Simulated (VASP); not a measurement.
Tc, 2 atoms in the cell. It takes space group P6_3/mmc (No. 194, hexagonal). Conventional cell: a = 2.708 Å, b = 2.708 Å, c = 4.345 Å, α = 90.00°, β = 90.00°, γ = 120.00°. Within 3.5 Å of Tc (site symmetry -6m2) lie 12 Tc at 2.68 to 2.71 Å. 

| Item | Value |
| --- | --- |
| Program | VASP 6.6.1 |
| Task | single point |
| Functional | PBEsol |
| Potentials or basis | VASP PAW PBE potentials, release 64 (Tc_pv) |
| Cutoff | 520 eV |
| k mesh | 11 × 11 × 6 |
| Occupations | fermi-dirac, width 0.05 eV |
| Spin | no spin polarisation |
| Dipole correction | no |
| Further INCAR settings | ALGO = Normal; EDIFF = 1e-06; NBANDS = 20 |

Potentials or basis: VASP PAW PBE potentials, release 64 (Tc_pv).

The run is started by

```bash
$ cat potpaw_PBE.64/Tc_pv/POTCAR > POTCAR
$ mpirun -np 1 vasp_std > vasp.out
```

Hardware: 1 thread of AMD EPYC 7R13, with other jobs on the host.

Q: Estimate the wall time of this run.

A: Wall time 50 s on 1 thread of AMD EPYC 7R13, on a shared host, peak memory 0.12 GiB. Counts: scf iterations 11, k points 64.
